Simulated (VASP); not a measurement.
# NaGeBr3 (Pm-3m) in VASP: notebook

NaGeBr3 is run at these levels: r2SCAN; tasks: single point.

Everything below comes from runs of VASP 6.6.1. Logs are shortened: lines on timing, memory, paths and dates and some standing lists are left out, and cuts for length are marked.

## (1) The cell of the first run

The structure is cubic, space group Pm-3m (No. 221). The conventional cell has a = 5.309 Å, b = 5.309 Å, c = 5.309 Å, α = 90.00°, β = 90.00°, γ = 90.00°. Na (site symmetry m-3m) has 12 Br at 3.75 Å and 8 Ge at 4.60 Å within 4.9 Å. Ge (site symmetry m-3m) has 6 Br at 2.65 Å within 3.5 Å. Within 3.5 Å of Br (site symmetry 4/mmm) lie 2 Ge at 2.65 Å.

## (2) Single point, r2SCAN (strain -3.0%)

Contents of POSCAR:

```
NaGeBr3
1.0
    5.3090168093      0.0000000000      0.0000000000
    0.0000000000      5.3090168093      0.0000000000
    0.0000000000      0.0000000000      5.3090168093
Na Ge Br
1 1 3
Direct
    0.0000000000      0.0000000000      0.0000000000
    0.5000000000      0.5000000000      0.5000000000
    0.5000000000      0.5000000000      0.0000000000
    0.5000000000      0.0000000000      0.5000000000
    0.0000000000      0.5000000000      0.5000000000
```

Contents of INCAR.step1:

```
PREC     = Accurate       # precision mode
ENCUT    = 520            # plane-wave cutoff, eV
ISMEAR   = -1             # smearing method
SIGMA    = 0.02           # smearing width, eV
LREAL    = F              # projectors in reciprocal space
LASPH    = T              # aspherical terms in the spheres
NELM     = 100            # most SCF steps
NBANDS   = 29             # bands
GGA      = PE             # functional
ALGO     = Normal         # electronic algorithm
EDIFF    = 1E-4           # SCF threshold, eV
LWAVE    = T              # write WAVECAR
LCHARG   = F              # write CHGCAR
```

Contents of INCAR.step2:

```
PREC     = Accurate       # precision mode
ENCUT    = 520            # plane-wave cutoff, eV
EDIFF    = 1E-6           # SCF threshold, eV
ISMEAR   = -1             # smearing method
SIGMA    = 0.02           # smearing width, eV
LREAL    = F              # projectors in reciprocal space
LASPH    = T              # aspherical terms in the spheres
NELM     = 100            # most SCF steps
ALGO     = Normal         # electronic algorithm
ISIF     = 2              # what is computed and relaxed
LWAVE    = F              # write WAVECAR
LCHARG   = F              # write CHGCAR
METAGGA  = R2SCAN         # meta-GGA
LMIXTAU  = T            
NBANDS   = 29             # bands
ISTART   = 1
```

Contents of KPOINTS:

```
Automatic mesh
0
Gamma
  6 6 6
```

Potentials or basis: VASP PAW PBE potentials, release 64 (Na_pv, Ge_d, Br).

Command:

```sh
> cat potpaw_PBE.64/Na_pv/POTCAR potpaw_PBE.64/Ge_d/POTCAR potpaw_PBE.64/Br/POTCAR > POTCAR
> cp INCAR.step1 INCAR
> mpirun -np 1 vasp_std > vasp.out
> cp INCAR.step2 INCAR
> mpirun -np 1 vasp_std > vasp.out
```

OUTCAR:

```text
PREC = Accurate
   ENCUT = 520
   EDIFF = 1E-6
   ISMEAR = -1
   LREAL = F
   LASPH = T
   NELM = 100
   ISIF = 2
   METAGGA = R2SCAN
   ISTART = 1

 ion  position               nearest neighbor table
   1  0.000  0.000  0.000-
   2  0.500  0.500  0.500-   3 2.65   4 2.65   5 2.65   3 2.65   4 2.65   5 2.65
   3  0.500  0.500  0.000-   2 2.65   2 2.65
   4  0.500  0.000  0.500-   2 2.65   2 2.65
   5  0.000  0.500  0.500-   2 2.65   2 2.65

  LATTYP: Found a simple cubic cell.
 ALAT       =     5.3090168093

  Lattice vectors:

 A1 = (   5.3090168093,   0.0000000000,   0.0000000000)
 A2 = (   0.0000000000,   5.3090168093,   0.0000000000)
 A3 = (   0.0000000000,   0.0000000000,   5.3090168093)

Analysis of symmetry for initial positions (statically):
=====================================================================
 Subroutine PRICEL returns:
 Original cell was already a primitive cell.

 Routine SETGRP: Setting up the symmetry group for a
 simple cubic supercell.

 Subroutine GETGRP returns: Found 48 space group operations
 (whereof 48 operations were pure point group operations)
 out of a pool of 48 trial point group operations.

The static configuration has the point symmetry O_h .

Analysis of symmetry for dynamics (positions and initial velocities):
=====================================================================
 Subroutine PRICEL returns:
 Original cell was already a primitive cell.

 Routine SETGRP: Setting up the symmetry group for a
 simple cubic supercell.

 Subroutine GETGRP returns: Found 48 space group operations
 (whereof 48 operations were pure point group operations)
 out of a pool of 48 trial point group operations.

The dynamic configuration has the point symmetry O_h .

 Subroutine INISYM returns: Found 48 space group operations
 (whereof 48 operations are pure point group operations),
 and found     1 'primitive' translations

----------------------------------------------------------------------------------------

                                     Primitive cell

  volume of cell :     149.6381

  direct lattice vectors                    reciprocal lattice vectors
     5.309016809  0.000000000  0.000000000     0.188358793  0.000000000  0.000000000
     0.000000000  5.309016809  0.000000000     0.000000000  0.188358793  0.000000000
     0.000000000  0.000000000  5.309016809     0.000000000  0.000000000  0.188358793

  length of vectors
     5.309016809  5.309016809  5.309016809     0.188358793  0.188358793  0.188358793

  position of ions in fractional coordinates (direct lattice)
     0.000000000  0.000000000  0.000000000
     0.500000000  0.500000000  0.500000000
     0.500000000  0.500000000  0.000000000
     0.500000000  0.000000000  0.500000000
     0.000000000  0.500000000  0.500000000

  ion indices of the primitive-cell ions
   primitive index   ion index
                 1           1
                 2           2
                 3           3
                 4           4
                 5           5

----------------------------------------------------------------------------------------

 KPOINTS: Automatic mesh

Automatic generation of k-mesh.
 Grid dimensions read from file:
 generate k-points for:    6    6    6

 Generating k-lattice:

  Cartesian coordinates                     Fractional coordinates (reciprocal lattice)
     0.031393132  0.000000000  0.000000000     0.166666667  0.000000000  0.000000000
     0.000000000  0.031393132  0.000000000     0.000000000  0.166666667  0.000000000
     0.000000000  0.000000000  0.031393132     0.000000000  0.000000000  0.166666667

  Length of vectors
     0.031393132  0.031393132  0.031393132

  Shift w.r.t. Gamma in fractional coordinates (k-lattice)
     0.000000000  0.000000000  0.000000000

 Subroutine IBZKPT returns following result:
 ===========================================

 Found     20 irreducible k-points:

 Following reciprocal coordinates:
            Coordinates               Weight
  0.000000  0.000000  0.000000      1.000000
  0.166667  0.000000  0.000000      6.000000
  0.333333  0.000000  0.000000      6.000000
  0.500000  0.000000  0.000000      3.000000
  0.166667  0.166667  0.000000     12.000000
  0.333333  0.166667  0.000000     24.000000
[... 12 lines left out ...]
  0.500000  0.500000  0.333333      6.000000
  0.500000  0.500000  0.500000      1.000000
   k-points           NKPTS =     20   k-points in BZ     NKDIM =     20   number of bands    NBANDS=     29
   number of dos      NEDOS =    301   number of ions     NIONS =      5
   total plane-waves  NPLWV =  64000
   dimension x,y,z NGX =    40 NGY =   40 NGZ =   40
   dimension x,y,z NGXF=    80 NGYF=   80 NGZF=   80
   ions per type =               1   1   3
   NGX,Y,Z   is equivalent  to a cutoff of  12.53, 12.53, 12.53 a.u.
   NGXF,Y,Z  is equivalent  to a cutoff of  25.05, 25.05, 25.05 a.u.
 SYSTEM =  unknown system
   PREC   = accura    normal or accurate (medium, high low for compatibility)
   ISTART =      1    job   : 0-new  1-cont  2-samecut
   ICHARG =      0    charge: 1-file 2-atom 10-const
   ISPIN  =      1    spin polarized calculation?
   LNONCOLLINEAR =      F non collinear calculations
   LSORBIT =      F    spin-orbit coupling
   LASPH  =      T    aspherical Exc in radial PAW
   ENCUT  =  520.0 eV  38.22 Ry    6.18 a.u.   9.87  9.87  9.87*2*pi/ulx,y,z
   NELM   =    100;   NELMIN=  2; NELMDL=  0     # of ELM steps
   EDIFF  = 0.1E-05   stopping-criterion for ELM
   LREAL  =      F    real-space projection
   EDIFFG = 0.1E-04   stopping-criterion for IOM
   NSW    =      0    number of steps for IOM
   IBRION =     -1    ionic relax: 0-MD 1-quasi-New 2-CG
   NFREE  =      0    steps in history (QN), initial steepest desc. (CG)
   ISIF   =      2    stress and relaxation
   ISYM   =      2    0-nonsym 1-usesym 2-fastsym
   POTIM  = 0.5000    time-step for ionic-motion
   TEBEG  =    0.0;   TEEND  =   0.0 temperature during run
   PSTRESS=    0.0 pullay stress
   NELECT =      42.0000    total number of electrons
   NUPDOWN=      -1.0000    fix difference up-down
   EMIN   =  10.00;   EMAX   =-10.00  energy-range for DOS
   EFERMI =   0.00;   METHOD = LEGACY
   ISMEAR =    -1;   SIGMA  =   0.02  broadening in eV -4-tet -1-fermi 0-gaus
   EFERMI_NEDOS =   21; number of points for ismear=-14 and -15
   IALGO  =     38    algorithm
   IMIX   =      4    mixing-type and parameters
     AMIX     =   0.40;   BMIX     =  1.00
     AMIX_MAG =   1.60;   BMIX_MAG =  1.00
  volume/ion in A,a.u.               =      29.93       201.96
  Fermi-wavevector in a.u.,A,eV,Ry     =   1.071874  2.025549 15.631929  1.148914
  Thomas-Fermi vector in A             =   2.207628
   LORBIT       =      0    0 simple, 1 ext, 2 COOP (PROOUT), +10 PAW based schemes
   METAGGA = R2SCAN    functional components
   LHFCALC =     F    Hartree Fock is set to
   AEXX    =    0.0000 exact exchange contribution
   IVDW    =     0    specifies the selected vdW correction
   LEPSILON=     F    determine dielectric tensor
   LRPA    =     F    only Hartree local field effects (RPA)
 non-spin polarized calculation
  energy-cutoff  :      520.00
  volume of cell :      149.64
 maximum number of plane-waves:      4068
 NGX is ok and might be reduce to    40
   NGX = 19   NGY = 19   NGZ = 19

 number of electron      41.9999978 magnetization

 Free energy of the ion-electron system (eV)
  ---------------------------------------------------
  ext. energy  EPLUGINS =         0.00000000
  ---------------------------------------------------
  free energy    TOTEN  =       -61.66824970 eV

  energy without entropy =      -61.66783353  energy(sigma->0) =      -61.66804161

 E-fermi :   2.9164     XC(G=0):  -8.4288

 val. band max:        2.0428991680   @ k =   0.5000   0.5000   0.3333
 cond. band min:       2.9363444654   @ k =   0.5000   0.5000   0.5000
 fundamental gap:      0.8934452974
 Fermi energy:         2.9164318572

 k-point     1 :       0.0000    0.0000    0.0000
  band No.  band energies     occupation
      1     -24.3428      2.00000
      2     -24.3428      2.00000
      3     -24.3428      2.00000
      4     -23.8903      2.00000
      5     -23.8903      2.00000
      6     -23.8606      2.00000
[... 21 lines left out ...]
     28       8.7205      0.00000
     29       8.7205      0.00000

 k-point     2 :       0.1667    0.0000    0.0000
  band No.  band energies     occupation
      1     -24.3429      2.00000
      2     -24.3428      2.00000
      3     -24.3428      2.00000
      4     -23.8903      2.00000
      5     -23.8895      2.00000
      6     -23.8607      2.00000
[... 21 lines left out ...]
     28       7.8136      0.00000
     29       8.8384      0.00000

 k-point     3 :       0.3333    0.0000    0.0000
  band No.  band energies     occupation
      1     -24.3430      2.00000
      2     -24.3428      2.00000
      3     -24.3428      2.00000
      4     -23.8903      2.00000
      5     -23.8881      2.00000
      6     -23.8608      2.00000
[... 21 lines left out ...]
     28       8.6615      0.00000
     29       8.6677      0.00000

 k-point     4 :       0.5000    0.0000    0.0000
  band No.  band energies     occupation
      1     -24.3430      2.00000
      2     -24.3428      2.00000
      3     -24.3428      2.00000
      4     -23.8903      2.00000
      5     -23.8873      2.00000
      6     -23.8608      2.00000
[... 469 lines left out ...]
     28       9.1553      0.00000
     29       9.9224      0.00000

 k-point    19 :       0.5000    0.5000    0.3333
  band No.  band energies     occupation
      1     -24.3430      2.00000
      2     -24.3430      2.00000
      3     -24.3429      2.00000
      4     -23.8866      2.00000
      5     -23.8858      2.00000
      6     -23.8610      2.00000
[... 21 lines left out ...]
     28       9.0517      0.00000
     29       9.6590      0.00000

 k-point    20 :       0.5000    0.5000    0.5000
  band No.  band energies     occupation
      1     -24.3429      2.00000
      2     -24.3429      2.00000
      3     -24.3429      2.00000
      4     -23.8858      2.00000
      5     -23.8858      2.00000
      6     -23.8610      2.00000
[... 21 lines left out ...]
     28       9.3929      0.00000
     29       9.3999      0.00000

------------------------ aborting loop because EDIFF is reached ----------------------------------------

  FORCE on cell =-STRESS in cart. coord.  units (eV):
  Direction    XX          YY          ZZ          XY          YZ          ZX
  --------------------------------------------------------------------------------------
  -------------------------------------------------------------------------------------
  Total        2.1506315      2.1506315      2.1506315      0.0000000     -0.0000000      0.0000000
  in kB       23.0268367     23.0268367     23.0268367      0.0000000     -0.0000000      0.0000000
  external PRESSURE =      23.0268367 kB  Pullay stress =       0.0000000 kB

 VOLUME and BASIS-vectors are now :
 -----------------------------------------------------------------------------
  energy-cutoff  :      520.00
  volume of cell :      149.64
      direct lattice vectors                 reciprocal lattice vectors
     5.309016809  0.000000000  0.000000000     0.188358793  0.000000000  0.000000000
     0.000000000  5.309016809  0.000000000     0.000000000  0.188358793  0.000000000
     0.000000000  0.000000000  5.309016809     0.000000000  0.000000000  0.188358793

 POSITION                                       TOTAL-FORCE (eV/Angst)
 -----------------------------------------------------------------------------------
      0.00000      0.00000      0.00000         0.000000      0.000000      0.000000
      2.65451      2.65451      2.65451         0.000000      0.000000      0.000000
      2.65451      2.65451      0.00000         0.000000      0.000000      0.000000
      2.65451      0.00000      2.65451         0.000000      0.000000      0.000000
      0.00000      2.65451      2.65451         0.000000      0.000000      0.000000
 -----------------------------------------------------------------------------------
    total drift:                               -0.000000      0.000000     -0.000000

  FREE ENERGIE OF THE ION-ELECTRON SYSTEM (eV)
  ---------------------------------------------------
  free  energy   TOTEN  =       -61.6682497040 eV

  energy  without entropy=      -61.6678335258  energy(sigma->0) =      -61.66804161
```

It took 2 min on 1 thread of Intel Xeon 6975P-C (Granite Rapids), shared host; peak memory 0.3 GiB.

Results:

```
Free energy            : -61.6682 eV
Pressure               : 2.3 GPa
Band gap on the k mesh : zero (filled and empty bands touch)
```

Caveat: the cell differs from its parent crystal (strain -3.0%); the PAW data sets were made with another functional, which shifts forces and pressure a little.

## (3) Single point, r2SCAN

This run uses another cell than the first one, of 32.79 Å³/atom.

POSCAR, as its differences from that of step 2:

```diff
@@ -2,5 +2,5 @@
 1.0
-    5.3090168093      0.0000000000      0.0000000000
-    0.0000000000      5.3090168093      0.0000000000
-    0.0000000000      0.0000000000      5.3090168093
+    5.4732132055      0.0000000000      0.0000000000
+    0.0000000000      5.4732132055      0.0000000000
+    0.0000000000      0.0000000000      5.4732132055
 Na Ge Br
```

Contents of INCAR.step1:

```
SYSTEM = NaGeBr3
PREC = Accurate
ENCUT = 520
ISMEAR = 0
SIGMA = 0.01
LREAL = .False.
LASPH = .True.
NELM = 100
NBANDS = 29
GGA = PE
ALGO = Normal
EDIFF = 1E-4
LWAVE = .True.
LCHARG = .False.
```

Contents of INCAR.step2:

```
SYSTEM = NaGeBr3
PREC = Accurate
ENCUT = 520
EDIFF = 1E-7
ISMEAR = 0
SIGMA = 0.01
LREAL = .False.
LASPH = .True.
NELM = 100
ALGO = Normal
ISIF = 2
LWAVE = .False.
LCHARG = .False.
METAGGA = R2SCAN
LMIXTAU = .True.
NBANDS = 29
ISTART = 1
```

Contents of KPOINTS:

```
Automatic mesh
0
Gamma
  6 6 6
  0 0 0
```

Potentials or basis: VASP PAW PBE potentials, release 64 (Na_pv, Ge_d, Br).

Command:

```sh
> cat potpaw_PBE.64/Na_pv/POTCAR potpaw_PBE.64/Ge_d/POTCAR potpaw_PBE.64/Br/POTCAR > POTCAR
> cp INCAR.step1 INCAR
> mpirun -np 1 vasp_std > vasp.out
> cp INCAR.step2 INCAR
> mpirun -np 1 vasp_std > vasp.out
```

Wall time 2.9 min (1 thread of Intel Xeon 6975P-C (Granite Rapids), shared host); peak memory 0.34 GiB.

Results (log left out):

```yaml
Free_energy: -61.7510 eV
Pressure: -0.3 GPa
Band_gap_on_the_k_mesh: 0.54 eV
```

Levels at points of the mesh, in eV from the valence-band top:
```csv
k point,band 19,band 20,band 21,band 22,band 23,band 24
"(0.00, 0.00, 0.00)",-3.01,-3.01,-3.01,1.53,5.28,5.28
"(0.50, 0.00, 0.00)",-3.03,-3.03,-2.11,1.38,3.38,3.77
"(0.50, 0.50, 0.00)",-3.43,-2.42,-1.03,1.05,1.05,3.55
"(0.50, 0.50, 0.50)",-2.41,-2.41,0.00,0.54,0.54,0.54
```

Caveat: semilocal functionals underestimate gaps, and a narrow one can read as zero; the PAW data sets were made with another functional, which shifts forces and pressure a little.

The gap in the log of VASP goes by the Fermi energy; the results here count the filled bands.